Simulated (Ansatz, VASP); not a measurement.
## KI: VASP beside Ansatz

```xyz
4
Lattice="6.1904 0.0000 0.0000 -3.0952 5.2303 0.0000 0.0000 0.0000 7.0391" Properties=species:S:1:pos:R:3 pbc="T T T"
K     0.0000    3.4652   -0.4399
K     3.0952    1.7651    3.0796
I     0.0000    3.4666    3.0796
I     3.0952    1.7637    6.5992
```

Change from the starting cell: uniaxial_x strain +2.5%.

Alike in both runs: task single point; functional r2SCAN; k mesh 6 × 6 × 4; no spin polarisation.

```csv
,VASP,Ansatz
version,VASP 6.6.1,Ansatz 0.2.0
potentials or method,"VASP PAW PBE potentials, release 64 (K_sv, I)","plane waves, PAW"
plane-wave cutoff (eV),520,500
occupations,"gaussian, width 0.01 eV",fixed
valence electrons in the cell,32,52
```

|  | VASP | Ansatz | Ansatz less VASP |
| --- | --- | --- | --- |
| gap on the k mesh at the Fermi level (eV) | 4.33 | 4.33 | +0.003 |
| pressure (GPa) | -0.2 | -0.2 | 0.00 |
| traceless stress, the component that is largest in VASP (GPa) | 0.13 | 0.13 | -0.003 |

VASP's potentials were made for PBE, not for r2SCAN. VASP's potentials hold 32 valence electrons a cell and Ansatz's 52, so a difference there can come from the potentials and not from the codes. Ansatz's warnings: xc potential rough in thin density.

Neither program's run includes spin-orbit coupling.
